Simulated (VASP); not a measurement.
Here is a VASP 6.6.1 calculation.

The input INCAR:

```
  PREC = Accurate
  ENCUT = 520
  EDIFF = 1E-6
  ISMEAR = 0
  SIGMA = 0.1
  LREAL = False
  LASPH = True
  NELM = 80
  ALGO = Fast
  ISIF = 2
  LWAVE = False
  LCHARG = True
  GGA = PE
  LELF = True
  LVHAR = True
  NBANDS = 22
```

KPOINTS

```
regular mesh
0
Gamma
  12 12 6
```

POSCAR

```
K2Au
1.0
    4.7329999292      0.0000000289      0.0000000000
   -2.3664999896      4.0988981603      0.0000000000
    0.0000000000      0.0000000000      8.0583791000
K Au
2 1
Direct
    0.3333333333      0.6666666667      0.2406990000
    0.6666666667      0.3333333333      0.7593010000
    0.0000000000      0.0000000000      0.0000000000
```

Potentials or basis: VASP PAW PBE potentials, release 64 (K_sv, Au).

The run is started by

```console
$ cat potpaw_PBE.64/K_sv/POTCAR potpaw_PBE.64/Au/POTCAR > POTCAR
$ mpirun -np 1 vasp_std > vasp.out
```

Question: Estimate the band gap on the k mesh.

Answer: Zero (an odd number of electrons rules out a gap without spin polarisation).

Question: Estimate the pressure.

Answer: 0.0 GPa.

Question: Predict the largest force.

Answer: 0.004 eV/Å.

Forces on the atoms (eV/Å):
```
K    0.000  0.000 -0.004
K    0.000  0.000  0.004
Au   0.000  0.000  0.000
```

Caveat: spin-orbit coupling is left out, which moves the levels of the heavy elements.
